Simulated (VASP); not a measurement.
# NaAu2 in VASP: single point with PBE

Aim: the single point of NaAu2 with PBE.

Program: VASP 6.6.1. These are calculated values, not measurements. Logs are shortened: lines on timing, memory, paths and dates and some standing lists are left out, and cuts for length are marked.

## Step 1: The cell of the first run

The cell holds a sheet with vacuum, 3 atoms: a = 4.972 Å, b = 4.972 Å, c = 31.477 Å, α = 90.00°, β = 90.00°, γ = 120.00°.

The cell was generated, and may not be a known phase.

## Step 2: Single point, PBE

Contents of INCAR:

```
PREC = Accurate
ENCUT = 400
EDIFF = 1E-6
ISMEAR = 0
SIGMA = 0.1
LREAL = False
LASPH = True
NELM = 120
ALGO = Normal
ISIF = 2
LWAVE = False
LCHARG = False
LDIPOL = True
IDIPOL = 3
DIPOL = 0.5 0.5 0.286
GGA = PE
NBANDS = 22
GGA_COMPAT = False
NELMDL = -8
```

Contents of KPOINTS:

```
regular mesh
0
Gamma
  6 6 1
```

Contents of POSCAR:

```
NaAu2
1.0
    4.9720043986      0.0000000031      0.0000000000
   -2.4860022020      4.3058821154      0.0000000000
    0.0000000000      0.0000000000     31.4774896000
Na Au
1 2
Direct
    0.0000000000      0.0000000000      0.2859186077
    0.6666666667      0.3333333333      0.2859881435
    0.3333333333      0.6666666667      0.2858490718
```

Potentials or basis: VASP PAW PBE potentials, release 64 (Na_pv, Au).

Started as:

```console
> cat potpaw_PBE.64/Na_pv/POTCAR potpaw_PBE.64/Au/POTCAR > POTCAR
> mpirun -np 1 vasp_std > vasp.out
```

OUTCAR:

```text
PREC = Accurate
   ENCUT = 400
   EDIFF = 1E-6
   ISMEAR = 0
   LREAL = False
   LASPH = True
   NELM = 120
   ISIF = 2
   GGA = PE
   NELMDL = -8

 ion  position               nearest neighbor table
   1  0.000  0.000  0.286-   2 2.87   3 2.87   2 2.87   3 2.87   2 2.87   3 2.87
   2  0.667  0.333  0.286-   1 2.87   1 2.87   1 2.87   3 2.87   3 2.87   3 2.87
   3  0.333  0.667  0.286-   1 2.87   1 2.87   1 2.87   2 2.87   2 2.87   2 2.87

  LATTYP: Found a hexagonal cell.
 ALAT       =     4.9720043986
 C/A-ratio  =     6.3309456462

  Lattice vectors:

 A1 = (   4.9720043986,   0.0000000031,   0.0000000000)
 A2 = (  -2.4860022020,   4.3058821154,   0.0000000000)
 A3 = (   0.0000000000,   0.0000000000,  31.4774896000)

Analysis of symmetry for initial positions (statically):
=====================================================================
 Subroutine PRICEL returns:
 Original cell was already a primitive cell.

 Routine SETGRP: Setting up the symmetry group for a
 hexagonal supercell.

 Subroutine GETGRP returns: Found 12 space group operations
 (whereof  6 operations were pure point group operations)
 out of a pool of 24 trial point group operations.

The static configuration has the point symmetry C_3v.
 The point group associated with its full space group is D_3d.

Analysis of symmetry for dynamics (positions and initial velocities):
=====================================================================
 Subroutine PRICEL returns:
 Original cell was already a primitive cell.

 Routine SETGRP: Setting up the symmetry group for a
 hexagonal supercell.

 Subroutine GETGRP returns: Found 12 space group operations
 (whereof  6 operations were pure point group operations)
 out of a pool of 24 trial point group operations.

The dynamic configuration has the point symmetry C_3v.
 The point group associated with its full space group is D_3d.

 Subroutine INISYM returns: Found 12 space group operations
 (whereof  6 operations are pure point group operations),
 and found     1 'primitive' translations

----------------------------------------------------------------------------------------

                                     Primitive cell

  volume of cell :     673.8973

  direct lattice vectors                    reciprocal lattice vectors
     4.972004399  0.000000003  0.000000000     0.201126129  0.116120225  0.000000000
    -2.486002202  4.305882115  0.000000000    -0.000000000  0.232240450  0.000000000
     0.000000000  0.000000000 31.477489600     0.000000000  0.000000000  0.031768734

[... 73 lines left out ...]
   ISIF   =      2    stress and relaxation
   ISYM   =      2    0-nonsym 1-usesym 2-fastsym
   POTIM  = 0.5000    time-step for ionic-motion
   TEBEG  =    0.0;   TEEND  =   0.0 temperature during run
   PSTRESS=    0.0 pullay stress
   NELECT =      29.0000    total number of electrons
   NUPDOWN=      -1.0000    fix difference up-down
   EMIN   =  10.00;   EMAX   =-10.00  energy-range for DOS
   EFERMI =   0.00;   METHOD = LEGACY
   ISMEAR =     0;   SIGMA  =   0.10  broadening in eV -4-tet -1-fermi 0-gaus
   EFERMI_NEDOS =   21; number of points for ismear=-14 and -15
   IALGO  =     38    algorithm
   IMIX   =      4    mixing-type and parameters
     AMIX     =   0.40;   BMIX     =  1.00
     AMIX_MAG =   1.60;   BMIX_MAG =  1.00
  volume/ion in A,a.u.               =     224.63      1515.89
  Fermi-wavevector in a.u.,A,eV,Ry     =   0.573689  1.084114  4.477931  0.329119
  Thomas-Fermi vector in A             =   1.615072
   LORBIT       =      0    0 simple, 1 ext, 2 COOP (PROOUT), +10 PAW based schemes
   GGA     = PE    functional components
   LHFCALC =     F    Hartree Fock is set to
   AEXX    =    0.0000 exact exchange contribution
   IVDW    =     0    specifies the selected vdW correction
   LEPSILON=     F    determine dielectric tensor
   LRPA    =     F    only Hartree local field effects (RPA)
 non-spin polarized calculation
 Gauss-broadening in eV      SIGMA  =   0.10
  energy-cutoff  :      400.00
  volume of cell :      673.90
 maximum number of plane-waves:     12269
   NGX = 17   NGY = 17   NGZ =103

 dipolmoment           0.000000      0.000000     -0.000001 electrons x Angstroem

 number of electron      28.9999991 magnetization

 dipolmoment           0.000000      0.000000      0.000000 electrons x Angstroem

 Free energy of the ion-electron system (eV)
  ---------------------------------------------------
  ext. energy  EPLUGINS =         0.00000000
  ---------------------------------------------------
  free energy    TOTEN  =        -7.42002138 eV

  energy without entropy =       -7.41413234  energy(sigma->0) =       -7.41707686

 E-fermi :  -3.6077     XC(G=0):  -1.3686

 val. band max:       -4.4179390025   @ k =   0.3333   0.1667   0.0000
 cond. band min:      -3.5392487176   @ k =   0.3333   0.0000   0.0000
 fundamental gap:      0.8786902849
 Fermi energy:        -3.6076557526

 k-point     1 :       0.0000    0.0000    0.0000
  band No.  band energies     occupation
      1     -27.2428      2.00000
      2     -27.2159      2.00000
      3     -27.2158      2.00000
      4      -9.0467      2.00000
      5      -7.0976      2.00000
      6      -7.0976      2.00000
[... 164 lines left out ...]
     21       3.2301      0.00000
     22       3.2301      0.00000

------------------------ aborting loop because EDIFF is reached ----------------------------------------

 vacuum level on the upper side and lower side of the slab       (xc-potential included)        -0.004        -0.004

  FORCE on cell =-STRESS in cart. coord.  units (eV):
  Direction    XX          YY          ZZ          XY          YZ          ZX
  --------------------------------------------------------------------------------------
  -------------------------------------------------------------------------------------
  Total       -0.2318619     -0.2318619     -0.0689705      0.0000000      0.0000000     -0.0000000
  in kB       -0.5512470     -0.5512470     -0.1639760      0.0000000      0.0000000     -0.0000000
  external PRESSURE =      -0.4221567 kB  Pullay stress =       0.0000000 kB

 VOLUME and BASIS-vectors are now :
 -----------------------------------------------------------------------------
  energy-cutoff  :      400.00
  volume of cell :      673.90
      direct lattice vectors                 reciprocal lattice vectors
     4.972004399  0.000000003  0.000000000     0.201126129  0.116120225  0.000000000
    -2.486002202  4.305882115  0.000000000    -0.000000000  0.232240450  0.000000000
     0.000000000  0.000000000 31.477489600     0.000000000  0.000000000  0.031768734

 POSITION                                       TOTAL-FORCE (eV/Angst)
 -----------------------------------------------------------------------------------
      0.00000      0.00000      9.00000        -0.000000      0.000000      0.000000
      2.48600      1.43529      9.00219         0.000000     -0.000000     -0.004344
     -0.00000      2.87059      8.99781        -0.000000      0.000000      0.004344
 -----------------------------------------------------------------------------------
    total drift:                                0.000000      0.000000     -0.000084

  FREE ENERGIE OF THE ION-ELECTRON SYSTEM (eV)
  ---------------------------------------------------
  free  energy   TOTEN  =        -7.4200213842 eV

  energy  without entropy=       -7.4141323411  energy(sigma->0) =       -7.41707686

 vacuum level on the upper side and lower side of the slab         0.851         0.851
```

OSZICAR:

```text
N       E                     dE             d eps       ncg     rms          rms(c)
DAV:   1     0.181194672144E+03    0.18119E+03   -0.82446E+03   364   0.704E+02
DAV:   2     0.170646212974E+02   -0.16413E+03   -0.15364E+03   512   0.162E+02
DAV:   3    -0.722722808524E+01   -0.24292E+02   -0.23302E+02   372   0.631E+01
[... 16 lines left out ...]
DAV:  20    -0.742000206609E+01   -0.42440E-04   -0.16022E-06   282   0.386E-03    0.109E-03
DAV:  21    -0.742001310328E+01   -0.11037E-04   -0.21926E-07   286   0.153E-03    0.243E-04
DAV:  22    -0.742001911716E+01   -0.60139E-05   -0.18749E-07   244   0.121E-03    0.151E-04
DAV:  23    -0.742002077983E+01   -0.16627E-05   -0.21588E-08   258   0.617E-04    0.615E-05
DAV:  24    -0.742002138423E+01   -0.60440E-06   -0.44260E-09   246   0.355E-04
   1 F= -.74200214E+01 E0= -.74170769E+01  d E =-.588904E-02
```

It took 3.5 min on 1 thread of Intel Xeon 8259CL, shared host; peak memory 0.47 GiB.

Results:

| Property | Result |
| --- | --- |
| Free energy | -7.4200 eV |
| Largest force | 0.004 eV/Å |
| Band gap on the k mesh | zero (an odd number of electrons rules out a gap without spin polarisation) |

Forces in eV/Å, atoms in the order of the input:
```
Na   0.000  0.000  0.000
Au   0.000  0.000 -0.004
Au   0.000  0.000  0.004
```

Levels at points of the mesh, in eV from the Fermi level:
```
           k point  band 11  band 12  band 13  band 14  band 15  band 16  band 17  band 18
(0.00, 0.00, 0.00)    -2.82    -2.34    -2.34    -2.24     1.34     4.15     4.17     4.51
(0.50, 0.00, 0.00)    -2.52    -2.20    -2.16    -1.68    -1.33     2.53     3.38     4.46
```

Caveat: spin-orbit coupling is left out, which moves the levels of the heavy elements.

The gap in the log of VASP goes by the Fermi energy; the results here count the filled bands.